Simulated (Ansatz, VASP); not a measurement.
## ZnS: VASP beside Ansatz

POSCAR

```
ZnS
1.0
    4.0237723272      0.0000000000      0.0000000000
   -2.0118861636      3.4846890544      0.0000000000
    0.0000000000      0.0000000000      5.9953781623
Zn S
2 2
Direct
    0.3333333333      0.6666666667      0.2500000000
    0.6666666667      0.3333333333      0.7500000000
    0.6666666667      0.3333333333      0.2500000000
    0.3333333333      0.6666666667      0.7500000000
```

Contents of INCAR.step1:

```
SYSTEM = ZnS
  PREC = Accurate
  ENCUT = 520
  ISMEAR = 0
  SIGMA = 0.01
  LREAL = .False.
  LASPH = .True.
  NELM = 80
  NBANDS = 26
  GGA = PE
  ALGO = Normal
  EDIFF = 1E-4
  LWAVE = .True.
  LCHARG = .False.
```

INCAR.step2

```
SYSTEM = ZnS
  PREC = Accurate
  ENCUT = 520
  EDIFF = 1E-6
  ISMEAR = 0
  SIGMA = 0.01
  LREAL = .False.
  LASPH = .True.
  NELM = 80
  ALGO = Normal
  ISIF = 2
  LWAVE = .False.
  LCHARG = .True.
  METAGGA = R2SCAN
  LMIXTAU = .True.
  LELF = .True.
  LVHAR = .True.
  NBANDS = 26
  ISTART = 1
```

File KPOINTS:

```
regular mesh
0
Gamma
  6 6 4
  0 0 0
```

Input for Ansatz:

```yaml
crystal:
  lattice:
    - [4.0237723272, 0.0, 0.0]
    - [-2.0118861636, 3.4846890544, 0.0]
    - [0.0, 0.0, 5.9953781623]
  atoms:
    - { symbol: Zn, position: [0.3333333333, 0.6666666667, 0.25] }
    - { symbol: Zn, position: [0.6666666667, 0.3333333333, 0.75] }
    - { symbol: S, position: [0.6666666667, 0.3333333333, 0.25] }
    - { symbol: S, position: [0.3333333333, 0.6666666667, 0.75] }
kpoints:
  mp_grid: { grid: [6, 6, 4] }
hamiltonian:
  xc: r2scan
scf:
  occupations: { method: fixed }
  n_extra_bands: 5
output:
  forces: true
  stress: true
  eigenvalues: true
```

Alike in both runs: task single point; functional r2SCAN; k mesh 6 × 6 × 4; no spin polarisation.

|  | VASP | Ansatz |
| --- | --- | --- |
| version | VASP 6.6.1 | Ansatz 0.2.0 |
| potentials or method | VASP PAW PBE potentials, release 64 (Zn, S) | plane waves, PAW |
| plane-wave cutoff (eV) | 520 | 500 |
| occupations | gaussian, width 0.01 eV | fixed |
| valence electrons in the cell | 36 | 36 |

Ansatz gave:

| Quantity | Value |
| --- | --- |
| gap on the k mesh at the Fermi level (eV) | 1.76 |
| pressure (GPa) | -4.0 |
| traceless stress, the component that is largest in VASP (GPa) | 1.95 |

Problem. What did VASP give for the same quantities?

Solution. gap on the k mesh at the Fermi level (eV): 1.76; pressure (GPa): -3.9; traceless stress, the component that is largest in VASP (GPa): 1.95.

VASP's potentials were made for PBE, not for r2SCAN.
